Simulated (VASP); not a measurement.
# Pb (P6_3/mmc) in VASP: a series of runs

Pb is run at these levels: PBEsol; tasks: single point.

Everything below comes from runs of VASP 6.6.1. Logs are shortened: lines on timing, memory, paths and dates and some standing lists are left out, and cuts for length are marked.

### Step 1. The cell of the first run

It takes space group P6_3/mmc (No. 194, hexagonal). Conventional cell: a = 3.382 Å, b = 3.382 Å, c = 11.096 Å, α = 90.00°, β = 90.00°, γ = 120.00°. Within 4.4 Å of Pb (site symmetry -6m2) lie 12 Pb at 3.38 to 3.39 Å. Pb (site symmetry -3m) has 12 Pb at 3.38 to 3.39 Å within 4.4 Å.

### Step 2. Single point, PBEsol

INCAR

```
PREC = Accurate ; ENCUT = 520
EDIFF = 1E-6 ; ISMEAR = -1
SIGMA = 0.05 ; LREAL = False
LASPH = True ; NELM = 80
ALGO = Fast ; ISIF = 2
LWAVE = False ; LCHARG = False
GGA = PS ; NBANDS = 36
```

KPOINTS

```
regular mesh
0
Gamma
  9 9 3
```

POSCAR

```
Pb
1.0
    3.3823630514      0.0000000000      0.0000000000
   -1.6911815257      2.9292123273      0.0000000000
    0.0000000000      0.0000000000     11.0961475580
Pb
4
Direct
    0.6666666667      0.3333333333      0.7500000000
    0.0000000000      0.0000000000      0.5000000000
    0.3333333333      0.6666666667      0.2500000000
    0.0000000000      0.0000000000      0.0000000000
```

Potentials or basis: VASP PAW PBE potentials, release 64 (Pb_d).

The run is started by

```console
> cat potpaw_PBE.64/Pb_d/POTCAR > POTCAR
> mpirun -np 1 vasp_std > vasp.out
```

OUTCAR:

```text
PREC = Accurate
   ENCUT = 520
   EDIFF = 1E-6
   ISMEAR = -1
   LREAL = False
   LASPH = True
   NELM = 80
   ISIF = 2
   GGA = PS

 ion  position               nearest neighbor table
   1  0.667  0.333  0.750-   2 3.39   4 3.39   2 3.39   4 3.39   2 3.39   4 3.39
   2  0.000  0.000  0.500-   1 3.39   3 3.39   3 3.39   1 3.39   1 3.39   3 3.39
   3  0.333  0.667  0.250-   2 3.39   4 3.39   2 3.39   4 3.39   2 3.39   4 3.39
   4  0.000  0.000  0.000-   1 3.39   3 3.39   3 3.39   1 3.39   1 3.39   3 3.39

  LATTYP: Found a hexagonal cell.
 ALAT       =     3.3823630514
 C/A-ratio  =     3.2805903415

  Lattice vectors:

 A1 = (   3.3823630514,   0.0000000000,   0.0000000000)
 A2 = (  -1.6911815257,   2.9292123273,   0.0000000000)
 A3 = (   0.0000000000,   0.0000000000,  11.0961475580)

Analysis of symmetry for initial positions (statically):
=====================================================================
 Subroutine PRICEL returns:
 Original cell was already a primitive cell.

 Routine SETGRP: Setting up the symmetry group for a
 hexagonal supercell.

 Subroutine GETGRP returns: Found 24 space group operations
 (whereof 12 operations were pure point group operations)
 out of a pool of 24 trial point group operations.

The static configuration has the point symmetry D_3d.
 The point group associated with its full space group is D_6h.

Analysis of symmetry for dynamics (positions and initial velocities):
=====================================================================
 Subroutine PRICEL returns:
 Original cell was already a primitive cell.

 Routine SETGRP: Setting up the symmetry group for a
 hexagonal supercell.

 Subroutine GETGRP returns: Found 24 space group operations
 (whereof 12 operations were pure point group operations)
 out of a pool of 24 trial point group operations.

The dynamic configuration has the point symmetry D_3d.
 The point group associated with its full space group is D_6h.

 Subroutine INISYM returns: Found 24 space group operations
 (whereof 12 operations are pure point group operations),
 and found     1 'primitive' translations

----------------------------------------------------------------------------------------

                                     Primitive cell

  volume of cell :     109.9369

  direct lattice vectors                    reciprocal lattice vectors
     3.382363051  0.000000000  0.000000000     0.295651290  0.170694352  0.000000000
    -1.691181526  2.929212327  0.000000000     0.000000000  0.341388704  0.000000000
     0.000000000  0.000000000 11.096147558     0.000000000  0.000000000  0.090121368

  length of vectors
     3.382363051  3.382363051 11.096147558     0.341388704  0.341388704  0.090121368

  position of ions in fractional coordinates (direct lattice)
     0.666666667  0.333333333  0.750000000
     0.000000000  0.000000000  0.500000000
     0.333333333  0.666666667  0.250000000
     0.000000000  0.000000000  0.000000000

  ion indices of the primitive-cell ions
   primitive index   ion index
                 1           1
                 2           2
                 3           3
                 4           4

----------------------------------------------------------------------------------------

 KPOINTS: regular mesh

Automatic generation of k-mesh.
 Grid dimensions read from file:
 generate k-points for:    9    9    3

 Generating k-lattice:

  Cartesian coordinates                     Fractional coordinates (reciprocal lattice)
     0.032850143  0.018966039  0.000000000     0.111111111 -0.000000000  0.000000000
     0.000000000  0.037932078  0.000000000     0.000000000  0.111111111  0.000000000
     0.000000000  0.000000000  0.030040456     0.000000000  0.000000000  0.333333333

  Length of vectors
     0.037932078  0.037932078  0.030040456

  Shift w.r.t. Gamma in fractional coordinates (k-lattice)
     0.000000000  0.000000000  0.000000000

 Subroutine IBZKPT returns following result:
 ===========================================

 Found     24 irreducible k-points:

 Following reciprocal coordinates:
            Coordinates               Weight
  0.000000  0.000000  0.000000      1.000000
  0.111111 -0.000000  0.000000      6.000000
  0.222222 -0.000000  0.000000      6.000000
  0.333333  0.000000  0.000000      6.000000
  0.444444 -0.000000  0.000000      6.000000
  0.111111  0.111111  0.000000      6.000000
[... 16 lines left out ...]
  0.333333  0.222222  0.333333     24.000000
  0.333333  0.333333  0.333333      4.000000
   k-points           NKPTS =     24   k-points in BZ     NKDIM =     24   number of bands    NBANDS=     36
   number of dos      NEDOS =    301   number of ions     NIONS =      4
   total plane-waves  NPLWV =  65856
   dimension x,y,z NGX =    28 NGY =   28 NGZ =   84
   dimension x,y,z NGXF=    56 NGYF=   56 NGZF=  168
   ions per type =               4
   NGX,Y,Z   is equivalent  to a cutoff of  13.76, 13.76, 12.59 a.u.
   NGXF,Y,Z  is equivalent  to a cutoff of  27.52, 27.52, 25.17 a.u.
 SYSTEM =  unknown system
   PREC   = accura    normal or accurate (medium, high low for compatibility)
   ISTART =      0    job   : 0-new  1-cont  2-samecut
   ICHARG =      2    charge: 1-file 2-atom 10-const
   ISPIN  =      1    spin polarized calculation?
   LNONCOLLINEAR =      F non collinear calculations
   LSORBIT =      F    spin-orbit coupling
   LASPH  =      T    aspherical Exc in radial PAW
   ENCUT  =  520.0 eV  38.22 Ry    6.18 a.u.   6.29  6.29 20.63*2*pi/ulx,y,z
   NELM   =     80;   NELMIN=  2; NELMDL= -5     # of ELM steps
   EDIFF  = 0.1E-05   stopping-criterion for ELM
   LREAL  =      F    real-space projection
   EDIFFG = 0.1E-04   stopping-criterion for IOM
   NSW    =      0    number of steps for IOM
   IBRION =     -1    ionic relax: 0-MD 1-quasi-New 2-CG
   NFREE  =      0    steps in history (QN), initial steepest desc. (CG)
   ISIF   =      2    stress and relaxation
   ISYM   =      2    0-nonsym 1-usesym 2-fastsym
   POTIM  = 0.5000    time-step for ionic-motion
   TEBEG  =    0.0;   TEEND  =   0.0 temperature during run
   PSTRESS=    0.0 pullay stress
   NELECT =      56.0000    total number of electrons
   NUPDOWN=      -1.0000    fix difference up-down
   EMIN   =  10.00;   EMAX   =-10.00  energy-range for DOS
   EFERMI =   0.00;   METHOD = LEGACY
   ISMEAR =    -1;   SIGMA  =   0.05  broadening in eV -4-tet -1-fermi 0-gaus
   EFERMI_NEDOS =   21; number of points for ismear=-14 and -15
   IALGO  =     68    algorithm
   IMIX   =      4    mixing-type and parameters
     AMIX     =   0.40;   BMIX     =  1.00
     AMIX_MAG =   1.60;   BMIX_MAG =  1.00
  volume/ion in A,a.u.               =      27.48       185.47
  Fermi-wavevector in a.u.,A,eV,Ry     =   1.307444  2.470711 23.257930  1.709410
  Thomas-Fermi vector in A             =   2.438178
   LORBIT       =      0    0 simple, 1 ext, 2 COOP (PROOUT), +10 PAW based schemes
   GGA     = PS    functional components
   LHFCALC =     F    Hartree Fock is set to
   AEXX    =    0.0000 exact exchange contribution
   IVDW    =     0    specifies the selected vdW correction
   LEPSILON=     F    determine dielectric tensor
   LRPA    =     F    only Hartree local field effects (RPA)
 non-spin polarized calculation
 RMM-DIIS sequential band-by-band and
  energy-cutoff  :      520.00
  volume of cell :      109.94
 maximum number of plane-waves:      3005
 NGX is ok and might be reduce to    28
   NGX = 13   NGY = 13   NGZ = 41

 number of electron      56.0000006 magnetization

 Free energy of the ion-electron system (eV)
  ---------------------------------------------------
  ext. energy  EPLUGINS =         0.00000000
  ---------------------------------------------------
  free energy    TOTEN  =       -15.88808525 eV

  energy without entropy =      -15.88095211  energy(sigma->0) =      -15.88451868

 E-fermi :   8.2686     XC(G=0): -10.8240

 val. band max:        8.0819786568   @ k =   0.2222   0.1111   0.0000
 cond. band min:       8.3109645804   @ k =   0.3333   0.0000   0.3333
 fundamental gap:      0.2289859236
 Fermi energy:         8.2685513532

 k-point     1 :       0.0000    0.0000    0.0000
  band No.  band energies     occupation
      1      -8.9024      2.00000
      2      -8.8787      2.00000
      3      -8.8376      2.00000
      4      -8.8376      2.00000
      5      -8.8304      2.00000
      6      -8.8281      2.00000
[... 28 lines left out ...]
     35      16.4613      0.00000
     36      16.4613      0.00000

 k-point     2 :       0.1111   -0.0000    0.0000
  band No.  band energies     occupation
      1      -8.8872      2.00000
      2      -8.8798      2.00000
      3      -8.8372      2.00000
      4      -8.8332      2.00000
      5      -8.8305      2.00000
      6      -8.8023      2.00000
[... 28 lines left out ...]
     35      16.1700      0.00000
     36      16.7185      0.00000

 k-point     3 :       0.2222   -0.0000    0.0000
  band No.  band energies     occupation
      1      -8.9353      2.00000
      2      -8.9025      2.00000
      3      -8.8683      2.00000
      4      -8.8303      2.00000
      5      -8.8098      2.00000
      6      -8.7768      2.00000
[... 28 lines left out ...]
     35      14.8717      0.00000
     36      15.7671      0.00000
[... 742 lines left out ...]
 k-point    23 :       0.3333    0.2222    0.3333
  band No.  band energies     occupation
      1      -8.9270      2.00000
      2      -8.9173      2.00000
      3      -8.8593      2.00000
      4      -8.8492      2.00000
      5      -8.8223      2.00000
      6      -8.8129      2.00000
[... 28 lines left out ...]
     35      12.0889      0.00000
     36      12.8338      0.00000

 k-point    24 :       0.3333    0.3333    0.3333
  band No.  band energies     occupation
      1      -8.9156      2.00000
      2      -8.9156      2.00000
      3      -8.8710      2.00000
      4      -8.8229      2.00000
      5      -8.7704      2.00000
      6      -8.7704      2.00000
[... 28 lines left out ...]
     35      11.4299      0.00000
     36      12.4357      0.00000

------------------------ aborting loop because EDIFF is reached ----------------------------------------

  FORCE on cell =-STRESS in cart. coord.  units (eV):
  Direction    XX          YY          ZZ          XY          YZ          ZX
  --------------------------------------------------------------------------------------
  -------------------------------------------------------------------------------------
  Total        3.3727991      3.3727991      3.3827999     -0.0000000      0.0000000      0.0000000
  in kB       49.1538742     49.1538742     49.2996220     -0.0000000      0.0000000      0.0000000
  external PRESSURE =      49.2024568 kB  Pullay stress =       0.0000000 kB

 VOLUME and BASIS-vectors are now :
 -----------------------------------------------------------------------------
  energy-cutoff  :      520.00
  volume of cell :      109.94
      direct lattice vectors                 reciprocal lattice vectors
     3.382363051  0.000000000  0.000000000     0.295651290  0.170694352  0.000000000
    -1.691181526  2.929212327  0.000000000     0.000000000  0.341388704  0.000000000
     0.000000000  0.000000000 11.096147558     0.000000000  0.000000000  0.090121368

 POSITION                                       TOTAL-FORCE (eV/Angst)
 -----------------------------------------------------------------------------------
      1.69118      0.97640      8.32211        -0.000000      0.000000     -0.000000
      0.00000      0.00000      5.54807        -0.000000      0.000000     -0.000000
     -0.00000      1.95281      2.77404         0.000000     -0.000000      0.000000
      0.00000      0.00000      0.00000        -0.000000      0.000000     -0.000000
 -----------------------------------------------------------------------------------
    total drift:                                0.000000     -0.000000      0.000000

  FREE ENERGIE OF THE ION-ELECTRON SYSTEM (eV)
  ---------------------------------------------------
  free  energy   TOTEN  =       -15.8880852482 eV

  energy  without entropy=      -15.8809521130  energy(sigma->0) =      -15.88451868
```

Run time: 1.9 min. Hardware: 1 thread of Intel Xeon Platinum 8259CL at 2.50GHz (Skylake/Cascade Lake), shared host; peak memory 0.26 GiB.

Results:

```
Free energy            : -15.8881 eV
Pressure               : 4.9 GPa
Band gap on the k mesh : zero (band 28 reaches 14.55 eV, above the bottom of band 29 at 5.90 eV)
```

Caveat: the PAW data sets were made with another functional, which shifts forces and pressure a little; spin-orbit coupling is left out, which moves the levels of the heavy elements.

### Step 3. Single point, PBEsol

This run uses another cell than the first one, of 28.78 Å³/atom, 1.047 times its volume.

INCAR

```
ALGO = Fast
EDIFF = 1E-6
ENCUT = 520
GGA = PS
ISIF = 2
ISMEAR = -1
LASPH = True
LCHARG = False
LREAL = False
LWAVE = False
NBANDS = 36
NELM = 80
PREC = Accurate
SIGMA = 0.05
```

KPOINTS

```
k-points
0
Gamma
  9 9 3
```

POSCAR

```
Pb
1.0
    3.4340874622      0.0000000000      0.0000000000
   -1.7170437311      2.9740069811      0.0000000000
    0.0000000000      0.0000000000     11.2736758782
Pb
4
Direct
    0.6666666667      0.3333333333      0.7500000000
    0.0000000000      0.0000000000      0.5000000000
    0.3333333333      0.6666666667      0.2500000000
    0.0000000000      0.0000000000      0.0000000000
```

Potentials or basis: VASP PAW PBE potentials, release 64 (Pb_d).

The run is started by

```console
> cat potpaw_PBE.64/Pb_d/POTCAR > POTCAR
> mpirun -np 1 vasp_std > vasp.out
```

It took 1.8 min on 1 thread of Intel Xeon Platinum 8259CL at 2.50GHz (Skylake/Cascade Lake), shared host; peak memory 0.27 GiB.

The run converged. Its results:

- Free energy: -15.9994 eV
- Pressure: 1.9 GPa
- Band gap on the k mesh: zero (band 28 reaches 13.73 eV, above the bottom of band 29 at 5.47 eV)

Levels at points of the mesh, in eV from the Fermi level:
| k point | band 25 | band 26 | band 27 | band 28 | band 29 | band 30 | band 31 | band 32 |
| --- | --- | --- | --- | --- | --- | --- | --- | --- |
| (0.00, 0.00, 0.00) | -4.49 | 0.77 | 0.78 | 5.94 | 5.94 | 6.78 | 6.78 | 6.84 |

Caveat: the PAW data sets were made with another functional, which shifts forces and pressure a little; spin-orbit coupling is left out, which moves the levels of the heavy elements.
